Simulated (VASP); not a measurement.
Set up this calculation in VASP 6.6.1, as the native input.

```yaml
Task: single point
Functional: PBE
Potentials_or_basis: VASP PAW PBE potentials, release 64 (Ta_pv, H)
Cutoff: 520 eV
k_mesh: 8 × 8 × 8
Occupations: gaussian, width 0.1 eV
Spin: no spin polarisation
Dipole_correction: no
Further_INCAR_settings: ALGO = Normal; EDIFF = 1e-07; NBANDS = 32
```

The structure of Ta3H8 lies in POSCAR:

```
Ta3H8
1.0
    4.3975279878      0.0000000000      0.0000000000
    0.0000000000      4.3975279878      0.0000000000
    0.0000000000      0.0000000000      4.3975279878
Ta H
3 8
Direct
    0.5000000000      0.0000000000      0.0000000000
    0.0000000000      0.5000000000      0.0000000000
    0.0000000000      0.0000000000      0.5000000000
    0.7328214342      0.7328214342      0.7328214342
    0.2671785658      0.2671785658      0.7328214342
    0.2671785658      0.7328214342      0.2671785658
    0.7328214342      0.2671785658      0.2671785658
    0.7328214342      0.7328214342      0.2671785658
    0.2671785658      0.2671785658      0.2671785658
    0.7328214342      0.2671785658      0.7328214342
    0.2671785658      0.7328214342      0.7328214342
```

The input as run:

INCAR

```
  ALGO = Normal
  EDIFF = 1E-7
  ENCUT = 520
  GGA = PE
  ISIF = 2
  ISMEAR = 0
  LASPH = T
  LCHARG = F
  LREAL = F
  LWAVE = F
  NBANDS = 32
  NELM = 60
  PREC = Accurate
  SIGMA = 0.1
```

KPOINTS

```
k-points
0
Gamma
  8 8 8
```

Potentials or basis: VASP PAW PBE potentials, release 64 (Ta_pv, H).

Launch:

```console
$ cat potpaw_PBE.64/Ta_pv/POTCAR potpaw_PBE.64/H/POTCAR > POTCAR
$ mpirun -np 1 vasp_std > vasp.out
```

It gave:

```
Pressure      : 0.0 GPa
Largest force : 0.008 eV/Å
```

Wall time 75 s on 1 thread of Intel(R) Xeon(R) Platinum 8375C CPU @ 2.90GHz (Ice Lake), with other jobs on the host, peak memory 0.24 GiB.
